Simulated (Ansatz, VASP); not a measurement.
Si: VASP beside Ansatz

File INCAR:

```
PREC     = Accurate       # precision mode
ENCUT    = 500            # plane-wave cutoff, eV
EDIFF    = 1E-6           # SCF threshold, eV
ISMEAR   = 0              # smearing method
SIGMA    = 0.05           # smearing width, eV
LREAL    = F              # projectors in reciprocal space
LASPH    = T              # aspherical terms in the spheres
NELM     = 120            # most SCF steps
ALGO     = Normal         # electronic algorithm
ISIF     = 2              # what is computed and relaxed
LWAVE    = F              # write WAVECAR
LCHARG   = F              # write CHGCAR
GGA      = PE             # functional
NBANDS   = 11             # bands
GGA_COMPAT= F
```

KPOINTS

```
Automatic mesh
0
Gamma
  6 6 6
```

POSCAR

```
Si
1.0
    0.0000000000      2.7278164756      2.7278164756
    2.7278164756      0.0000000000      2.7278164756
    2.7278164756      2.7278164756      0.0000000000
Si
2
Direct
    0.5000000000      0.5000000000      0.5000000000
    0.7500000000      0.7500000000      0.7500000000
```

Input for Ansatz:

```yaml
crystal:
  lattice:
    - [0.0, 2.7278164756, 2.7278164756]
    - [2.7278164756, 0.0, 2.7278164756]
    - [2.7278164756, 2.7278164756, 0.0]
  atoms:
    - { symbol: Si, position: [0.5, 0.5, 0.5] }
    - { symbol: Si, position: [0.75, 0.75, 0.75] }
basis:
  ecutwfc: 600
  ecutrho_ratio: 5
kpoints:
  mp_grid: { grid: [6, 6, 6] }
hamiltonian:
  xc: pbe
scf:
  occupations: { method: gaussian, width: 0.05 }
output:
  forces: true
  stress: true
  eigenvalues: true
```

Alike in both runs: task single point; functional PBE; k mesh 6 × 6 × 6; occupations gaussian, width 0.05 eV; no spin polarisation.

|  | VASP | Ansatz |
| --- | --- | --- |
| version | VASP 6.6.1 | Ansatz 0.2.0 |
| potentials or method | VASP PAW PBE potentials, release 64 (Si), cutoff 500 eV | scalar-relativistic, plane waves, PAW |
| valence electrons in the cell | 8 | 8 |

```csv
,VASP,Ansatz,Ansatz less VASP
gap on the k mesh at the Fermi level (eV),0.73,0.73,-0.002
least direct gap on the mesh (eV),2.56,2.55,-0.005
pressure (GPa),0.7,0.8,+0.08
```
